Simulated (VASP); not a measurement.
# CsSnI3 (Pm-3m) in VASP: further runs

Runs on CsSnI3. Level: PBEsol. Tasks: single point.

Everything below comes from runs of VASP 6.6.1. Logs are shortened: lines on timing, memory, paths and dates and some standing lists are left out, and cuts for length are marked.

**1. The cell of the first run**

Symmetry: Pm-3m, No. 221, cubic system. Conventional cell: a = 6.072 Å, b = 6.072 Å, c = 6.072 Å, α = 90.00°, β = 90.00°, γ = 90.00°. Within 5.6 Å of Cs (site symmetry m-3m) lie 12 I at 4.29 Å and 8 Sn at 5.26 Å. Within 4.0 Å of Sn (site symmetry m-3m) lie 6 I at 3.04 Å. I (site symmetry 4/mmm) has 2 Sn at 3.04 Å within 4.0 Å.

**2. Single point, PBEsol (44.78 Å³/atom)**

Contents of INCAR:

```
SYSTEM = CsSnI3
ALGO = Fast
EDIFF = 1E-6
ENCUT = 520
GGA = PS
ISIF = 2
ISMEAR = 0
LASPH = .True.
LCHARG = .False.
LREAL = .False.
LWAVE = .False.
NBANDS = 30
NELM = 60
PREC = Accurate
SIGMA = 0.01
```

Contents of KPOINTS:

```
k-points
0
Gamma
  6 6 6
  0 0 0
```

Contents of POSCAR:

```
CsSnI3
1.0
    6.0721070615      0.0000000000      0.0000000000
    0.0000000000      6.0721070615      0.0000000000
    0.0000000000      0.0000000000      6.0721070615
Cs Sn I
1 1 3
Direct
    0.0000000000      0.0000000000      0.0000000000
    0.5000000000      0.5000000000      0.5000000000
    0.0000000000      0.5000000000      0.5000000000
    0.5000000000      0.0000000000      0.5000000000
    0.5000000000      0.5000000000      0.0000000000
```

Potentials or basis: VASP PAW PBE potentials, release 64 (Cs_sv, Sn_d, I).

Launch:

```sh
$ cat potpaw_PBE.64/Cs_sv/POTCAR potpaw_PBE.64/Sn_d/POTCAR potpaw_PBE.64/I/POTCAR > POTCAR
$ mpirun -np 1 vasp_std > vasp.out
```

OUTCAR:

```text
SYSTEM = CsSnI3
   EDIFF = 1E-6
   ENCUT = 520
   GGA = PS
   ISIF = 2
   ISMEAR = 0
   LASPH = .True.
   LREAL = .False.
   NELM = 60
   PREC = Accurate

 ion  position               nearest neighbor table
   1  0.000  0.000  0.000-
   2  0.500  0.500  0.500-   3 3.04   4 3.04   5 3.04   5 3.04   4 3.04   3 3.04
   3  0.000  0.500  0.500-   2 3.04   2 3.04
   4  0.500  0.000  0.500-   2 3.04   2 3.04
   5  0.500  0.500  0.000-   2 3.04   2 3.04

  LATTYP: Found a simple cubic cell.
 ALAT       =     6.0721070615

  Lattice vectors:

 A1 = (   6.0721070615,   0.0000000000,   0.0000000000)
 A2 = (   0.0000000000,   6.0721070615,   0.0000000000)
 A3 = (   0.0000000000,   0.0000000000,   6.0721070615)

Analysis of symmetry for initial positions (statically):
=====================================================================
 Subroutine PRICEL returns:
 Original cell was already a primitive cell.

 Routine SETGRP: Setting up the symmetry group for a
 simple cubic supercell.

 Subroutine GETGRP returns: Found 48 space group operations
 (whereof 48 operations were pure point group operations)
 out of a pool of 48 trial point group operations.

The static configuration has the point symmetry O_h .

Analysis of symmetry for dynamics (positions and initial velocities):
=====================================================================
 Subroutine PRICEL returns:
 Original cell was already a primitive cell.

 Routine SETGRP: Setting up the symmetry group for a
 simple cubic supercell.

 Subroutine GETGRP returns: Found 48 space group operations
 (whereof 48 operations were pure point group operations)
 out of a pool of 48 trial point group operations.

The dynamic configuration has the point symmetry O_h .

 Subroutine INISYM returns: Found 48 space group operations
 (whereof 48 operations are pure point group operations),
 and found     1 'primitive' translations

----------------------------------------------------------------------------------------

                                     Primitive cell

  volume of cell :     223.8815

  direct lattice vectors                    reciprocal lattice vectors
     6.072107061  0.000000000  0.000000000     0.164687478  0.000000000  0.000000000
     0.000000000  6.072107061  0.000000000     0.000000000  0.164687478  0.000000000
     0.000000000  0.000000000  6.072107061     0.000000000  0.000000000  0.164687478

  length of vectors
     6.072107061  6.072107061  6.072107061     0.164687478  0.164687478  0.164687478

  position of ions in fractional coordinates (direct lattice)
     0.000000000  0.000000000  0.000000000
     0.500000000  0.500000000  0.500000000
     0.000000000  0.500000000  0.500000000
     0.500000000  0.000000000  0.500000000
     0.500000000  0.500000000  0.000000000

  ion indices of the primitive-cell ions
   primitive index   ion index
                 1           1
                 2           2
                 3           3
                 4           4
                 5           5

----------------------------------------------------------------------------------------

 KPOINTS: k-points

Automatic generation of k-mesh.
 Grid dimensions read from file:
 generate k-points for:    6    6    6

 Generating k-lattice:

  Cartesian coordinates                     Fractional coordinates (reciprocal lattice)
     0.027447913  0.000000000  0.000000000     0.166666667  0.000000000  0.000000000
     0.000000000  0.027447913  0.000000000     0.000000000  0.166666667  0.000000000
     0.000000000  0.000000000  0.027447913     0.000000000  0.000000000  0.166666667

  Length of vectors
     0.027447913  0.027447913  0.027447913

  Shift w.r.t. Gamma in fractional coordinates (k-lattice)
     0.000000000  0.000000000  0.000000000

 Subroutine IBZKPT returns following result:
 ===========================================

 Found     20 irreducible k-points:

 Following reciprocal coordinates:
            Coordinates               Weight
  0.000000  0.000000  0.000000      1.000000
  0.166667  0.000000  0.000000      6.000000
  0.333333  0.000000  0.000000      6.000000
  0.500000  0.000000  0.000000      3.000000
  0.166667  0.166667  0.000000     12.000000
  0.333333  0.166667  0.000000     24.000000
[... 12 lines left out ...]
  0.500000  0.500000  0.333333      6.000000
  0.500000  0.500000  0.500000      1.000000
   k-points           NKPTS =     20   k-points in BZ     NKDIM =     20   number of bands    NBANDS=     30
   number of dos      NEDOS =    301   number of ions     NIONS =      5
   total plane-waves  NPLWV = 110592
   dimension x,y,z NGX =    48 NGY =   48 NGZ =   48
   dimension x,y,z NGXF=    96 NGYF=   96 NGZF=   96
   ions per type =               1   1   3
   NGX,Y,Z   is equivalent  to a cutoff of  13.14, 13.14, 13.14 a.u.
   NGXF,Y,Z  is equivalent  to a cutoff of  26.28, 26.28, 26.28 a.u.
 SYSTEM =  CsSnI3
   PREC   = accura    normal or accurate (medium, high low for compatibility)
   ISTART =      0    job   : 0-new  1-cont  2-samecut
   ICHARG =      2    charge: 1-file 2-atom 10-const
   ISPIN  =      1    spin polarized calculation?
   LNONCOLLINEAR =      F non collinear calculations
   LSORBIT =      F    spin-orbit coupling
   LASPH  =      T    aspherical Exc in radial PAW
   ENCUT  =  520.0 eV  38.22 Ry    6.18 a.u.  11.29 11.29 11.29*2*pi/ulx,y,z
   NELM   =     60;   NELMIN=  2; NELMDL= -5     # of ELM steps
   EDIFF  = 0.1E-05   stopping-criterion for ELM
   LREAL  =      F    real-space projection
   EDIFFG = 0.1E-04   stopping-criterion for IOM
   NSW    =      0    number of steps for IOM
   IBRION =     -1    ionic relax: 0-MD 1-quasi-New 2-CG
   NFREE  =      0    steps in history (QN), initial steepest desc. (CG)
   ISIF   =      2    stress and relaxation
   ISYM   =      2    0-nonsym 1-usesym 2-fastsym
   POTIM  = 0.5000    time-step for ionic-motion
   TEBEG  =    0.0;   TEEND  =   0.0 temperature during run
   PSTRESS=    0.0 pullay stress
   NELECT =      44.0000    total number of electrons
   NUPDOWN=      -1.0000    fix difference up-down
   EMIN   =  10.00;   EMAX   =-10.00  energy-range for DOS
   EFERMI =   0.00;   METHOD = LEGACY
   ISMEAR =     0;   SIGMA  =   0.01  broadening in eV -4-tet -1-fermi 0-gaus
   EFERMI_NEDOS =   21; number of points for ismear=-14 and -15
   IALGO  =     68    algorithm
   IMIX   =      4    mixing-type and parameters
     AMIX     =   0.40;   BMIX     =  1.00
     AMIX_MAG =   1.60;   BMIX_MAG =  1.00
  volume/ion in A,a.u.               =      44.78       302.17
  Fermi-wavevector in a.u.,A,eV,Ry     =   0.951816  1.798671 12.326247  0.905954
  Thomas-Fermi vector in A             =   2.080321
   LORBIT       =      0    0 simple, 1 ext, 2 COOP (PROOUT), +10 PAW based schemes
   GGA     = PS    functional components
   LHFCALC =     F    Hartree Fock is set to
   AEXX    =    0.0000 exact exchange contribution
   IVDW    =     0    specifies the selected vdW correction
   LEPSILON=     F    determine dielectric tensor
   LRPA    =     F    only Hartree local field effects (RPA)
 non-spin polarized calculation
 RMM-DIIS sequential band-by-band and
 Gauss-broadening in eV      SIGMA  =   0.01
  energy-cutoff  :      520.00
  volume of cell :      223.88
 maximum number of plane-waves:      6062
 NGX is ok and might be reduce to    48
   NGX = 23   NGY = 23   NGZ = 23

 number of electron      44.0000021 magnetization

 Free energy of the ion-electron system (eV)
  ---------------------------------------------------
  ext. energy  EPLUGINS =         0.00000000
  ---------------------------------------------------
  free energy    TOTEN  =       -15.06525379 eV

  energy without entropy =      -15.06518238  energy(sigma->0) =      -15.06521808

 E-fermi :   3.5829     XC(G=0):  -7.9687

 val. band max:        2.9588947670   @ k =   0.5000   0.5000   0.3333
 cond. band min:       3.5859627140   @ k =   0.5000   0.5000   0.5000
 fundamental gap:      0.6270679470
 Fermi energy:         3.5829170121

 k-point     1 :       0.0000    0.0000    0.0000
  band No.  band energies     occupation
      1     -18.9551      2.00000
      2     -18.6310      2.00000
      3     -18.6310      2.00000
      4     -18.5991      2.00000
      5     -18.5991      2.00000
      6     -18.5991      2.00000
[... 22 lines left out ...]
     29       8.3835      0.00000
     30       8.3929      0.00000

 k-point     2 :       0.1667    0.0000    0.0000
  band No.  band energies     occupation
      1     -18.9550      2.00000
      2     -18.6310      2.00000
      3     -18.6304      2.00000
      4     -18.5991      2.00000
      5     -18.5991      2.00000
      6     -18.5991      2.00000
[... 22 lines left out ...]
     29       7.3032      0.00000
     30       8.2795      0.00000

 k-point     3 :       0.3333    0.0000    0.0000
  band No.  band energies     occupation
      1     -18.9547      2.00000
      2     -18.6310      2.00000
      3     -18.6292      2.00000
      4     -18.5993      2.00000
      5     -18.5993      2.00000
      6     -18.5991      2.00000
[... 22 lines left out ...]
     29       7.4942      0.00000
     30       7.9996      0.00000

 k-point     4 :       0.5000    0.0000    0.0000
  band No.  band energies     occupation
      1     -18.9545      2.00000
      2     -18.6310      2.00000
      3     -18.6286      2.00000
      4     -18.5994      2.00000
      5     -18.5994      2.00000
      6     -18.5991      2.00000
[... 484 lines left out ...]
     29       7.5184      0.00000
     30       8.1095      0.00000

 k-point    19 :       0.5000    0.5000    0.3333
  band No.  band energies     occupation
      1     -18.9535      2.00000
      2     -18.6279      2.00000
      3     -18.6273      2.00000
      4     -18.5996      2.00000
      5     -18.5995      2.00000
      6     -18.5995      2.00000
[... 22 lines left out ...]
     29       7.3602      0.00000
     30       8.2844      0.00000

 k-point    20 :       0.5000    0.5000    0.5000
  band No.  band energies     occupation
      1     -18.9534      2.00000
      2     -18.6273      2.00000
      3     -18.6273      2.00000
      4     -18.5996      2.00000
      5     -18.5996      2.00000
      6     -18.5996      2.00000
[... 22 lines left out ...]
     29       7.1861      0.00000
     30       8.4854      0.00000

------------------------ aborting loop because EDIFF is reached ----------------------------------------

  FORCE on cell =-STRESS in cart. coord.  units (eV):
  Direction    XX          YY          ZZ          XY          YZ          ZX
  --------------------------------------------------------------------------------------
  -------------------------------------------------------------------------------------
  Total        0.8374118      0.8374118      0.8374118     -0.0000000      0.0000000      0.0000000
  in kB        5.9928223      5.9928223      5.9928223     -0.0000000      0.0000000      0.0000000
  external PRESSURE =       5.9928223 kB  Pullay stress =       0.0000000 kB

 VOLUME and BASIS-vectors are now :
 -----------------------------------------------------------------------------
  energy-cutoff  :      520.00
  volume of cell :      223.88
      direct lattice vectors                 reciprocal lattice vectors
     6.072107061  0.000000000  0.000000000     0.164687478  0.000000000  0.000000000
     0.000000000  6.072107061  0.000000000     0.000000000  0.164687478  0.000000000
     0.000000000  0.000000000  6.072107061     0.000000000  0.000000000  0.164687478

 POSITION                                       TOTAL-FORCE (eV/Angst)
 -----------------------------------------------------------------------------------
      0.00000      0.00000      0.00000         0.000000      0.000000      0.000000
      3.03605      3.03605      3.03605         0.000000      0.000000      0.000000
      0.00000      3.03605      3.03605         0.000000      0.000000      0.000000
      3.03605      0.00000      3.03605         0.000000      0.000000      0.000000
      3.03605      3.03605      0.00000         0.000000      0.000000      0.000000
 -----------------------------------------------------------------------------------
    total drift:                                0.000000     -0.000000     -0.000000

  FREE ENERGIE OF THE ION-ELECTRON SYSTEM (eV)
  ---------------------------------------------------
  free  energy   TOTEN  =       -15.0652537932 eV

  energy  without entropy=      -15.0651823755  energy(sigma->0) =      -15.06521808
```

Wall time 3.3 min (1 thread of Oxide Virtual Turin-like, shared host); peak memory 0.37 GiB.

Results:

- Free energy: -15.0653 eV
- Pressure: 0.6 GPa
- Band gap on the k mesh: zero (filled and empty bands touch)

Caveat: semilocal functionals underestimate gaps, and a narrow one can read as zero; the PAW data sets were made with another functional, which shifts forces and pressure a little; spin-orbit coupling is left out, which moves the levels of the heavy elements.

[end of part 1 of 2]

The gap in the log of VASP goes by the Fermi energy; the results here count the filled bands.